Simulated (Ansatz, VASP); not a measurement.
**SnO2: VASP beside Ansatz**

```xyz
6
Lattice="4.6094 0.0000 0.0000 0.0000 4.6100 0.0000 0.0000 0.0000 3.1142" Properties=species:S:1:pos:R:3 pbc="T T T"
Sn    2.3047    2.3050    1.5571
Sn    0.0000    0.0000    0.0000
O     1.4104    1.5908    0.0000
O     3.7151    0.7142    1.5571
O     0.8943    3.8958    1.5571
O     3.1990    3.0192    0.0000
```

Alike in both runs: task single point; functional LDA; k mesh 6 × 6 × 8; occupations gaussian, width 0.05 eV; no spin polarisation.

|  | VASP | Ansatz |
| --- | --- | --- |
| version | VASP 6.6.1 | Ansatz 0.2.0 |
| potentials or method | VASP PAW LDA potentials, release 64 (Sn_d, O), cutoff 520 eV | scalar-relativistic, plane waves, PAW |
| valence electrons in the cell | 52 | 52 |

```csv
,VASP,Ansatz,Ansatz less VASP
gap on the k mesh at the Fermi level (eV),2.40,2.37,-0.033
least direct gap on the mesh (eV),2.40,2.37,-0.033
rms of the force components (eV/Å),2.035,1.999,-0.0356
```

LDA's correlation is that of Perdew and Zunger in VASP and of Perdew and Wang (1992) in Ansatz. Atom by atom the forces differ by 0.036 eV/Å (rms over components).
